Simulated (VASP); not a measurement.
Write the native input for VASP 6.6.1 that does the following.

```yaml
Task: single point
Functional: PBE
Potentials_or_basis: VASP PAW PBE potentials, release 64 (Si, B, O)
Cutoff: 520 eV
k_mesh: 6 × 6 × 16
Occupations: gaussian, width 0.1 eV
Spin: no spin polarisation
Dipole_correction: no
k_mesh_for_the_DOS: 9 × 9 × 24
Occupations_for_the_DOS: tetrahedron
Further_INCAR_settings: ALGO = Normal; EDIFF = 1e-07; NBANDS = 28
```

Si3B2O3:

```
Si B O
1.0
     6.07113    0.00000    0.00000
    -3.03557    5.25775    0.00000
     0.00000    0.00000    2.40893
Si B O
3 2 3
Direct
  0.29150 0.00000 0.50000
  0.70850 0.70850 0.50000
  0.00000 0.29150 0.50000
  0.33333 0.66667 0.00000
  0.66667 0.33333 0.00000
  0.77313 0.00000 0.00000
  0.22687 0.22687 0.00000
  0.00000 0.77313 0.00000
```

One way to write it, as run:

POSCAR

```
Si3B2O3
1.0
    6.0711315196      0.0000000000      0.0000000000
   -3.0355657598      5.2577541257      0.0000000000
    0.0000000000      0.0000000000      2.4089265382
Si B O
3 2 3
Direct
    0.2915031104      0.0000000000      0.5000000000
    0.7084968896      0.7084968896      0.5000000000
    0.0000000000      0.2915031104      0.5000000000
    0.3333333333      0.6666666667      0.0000000000
    0.6666666667      0.3333333333      0.0000000000
    0.7731318903      0.0000000000      0.0000000000
    0.2268681097      0.2268681097      0.0000000000
    0.0000000000      0.7731318903      0.0000000000
```

INCAR.step1

```
SYSTEM = Si3B2O3
PREC     = Accurate       ! precision mode
ENCUT    = 520            ! plane-wave cutoff, eV
EDIFF    = 1E-7           ! SCF threshold, eV
ISMEAR   = 0              ! smearing method
SIGMA    = 0.1            ! smearing width, eV
LREAL    = .False.        ! projectors in reciprocal space
LASPH    = .True.         ! aspherical terms in the spheres
NELM     = 100            ! most SCF steps
ALGO     = Normal         ! electronic algorithm
ISIF     = 2              ! what is computed and relaxed
LWAVE    = .False.        ! write WAVECAR
LCHARG   = .True.         ! write CHGCAR
GGA      = PE             ! functional
NBANDS   = 28             ! bands
```

KPOINTS.step1

```
regular mesh
0
Gamma
  6 6 16
  0 0 0
```

INCAR.step2

```
SYSTEM = Si3B2O3
PREC     = Accurate       ! precision mode
ENCUT    = 520            ! plane-wave cutoff, eV
EDIFF    = 1E-7           ! SCF threshold, eV
ISMEAR   = -5             ! smearing method
SIGMA    = 0.1            ! smearing width, eV
LREAL    = .False.        ! projectors in reciprocal space
LASPH    = .True.         ! aspherical terms in the spheres
NELM     = 100            ! most SCF steps
ALGO     = Normal         ! electronic algorithm
ISIF     = 2              ! what is computed and relaxed
LWAVE    = .False.        ! write WAVECAR
LCHARG   = .False.        ! write CHGCAR
GGA      = PE             ! functional
LORBIT   = 11             ! projections on sites
NBANDS   = 28             ! bands
NEDOS    = 2001           ! points of the DOS
ICHARG   = 11             ! starting density
```

KPOINTS.step2

```
regular mesh
0
Gamma
  9 9 24
  0 0 0
```

Potentials or basis: VASP PAW PBE potentials, release 64 (Si, B, O).

Run with:

```sh
$ cat potpaw_PBE.64/Si/POTCAR potpaw_PBE.64/B/POTCAR potpaw_PBE.64/O/POTCAR > POTCAR
$ cp INCAR.step1 INCAR
$ cp KPOINTS.step1 KPOINTS
$ mpirun -np 1 vasp_std > vasp.out
$ cp INCAR.step2 INCAR
$ cp KPOINTS.step2 KPOINTS
$ mpirun -np 1 vasp_std > vasp.out
```

It gave:

| Item | Value |
| --- | --- |
| Valence electrons inside the program's atomic spheres | Si 1.43; B 1.49; O 5.06 |

Run time: 4.5 min on 1 thread of Intel(R) Xeon(R) Platinum 8375C CPU @ 2.90GHz (Ice Lake), with other jobs on the host, peak memory 0.38 GiB.
